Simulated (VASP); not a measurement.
Runs of VASP 6.6.1 on ZnO (k07). The structure is that of space group P6_3mc (No. 186), or close to it. The cells are those of the table. 

```tsv
task	cell	cutoff (eV)	gap on the mesh (eV)	pressure (GPa)
relaxation of shape and atoms at fixed volume	relaxed from a = 3.344, b = 3.344, c = 5.398 Å, angles 90.0, 90.0, 120.0°, 4 atoms	600	0.64	-6.1
single point	a = 3.279, b = 3.279, c = 5.294 Å, angles 90.0, 90.0, 120.0°, 4 atoms	520	0.73	(a)
relaxation of cell and atoms	relaxed from a = 3.249, b = 3.249, c = 5.206 Å, angles 90.0, 90.0, 120.0°, 4 atoms	600	0.72	0.0
single point	a = 3.344, b = 3.344, c = 5.398 Å, angles 90.0, 90.0, 120.0°, 4 atoms	520	0.64	-5.9
```

Alike in all rows: level PBE; potentials or basis VASP PAW PBE potentials, release 64 (Zn, O); no spin polarisation; k mesh 15 × 15 × 8; smearing gaussian 0.02 eV.

Q: Estimate the missing entries.

A: (a) 0.9.

Caveats: the relaxation stopped at its first step, so nothing moved (some runs).

A k mesh can miss the band edges.
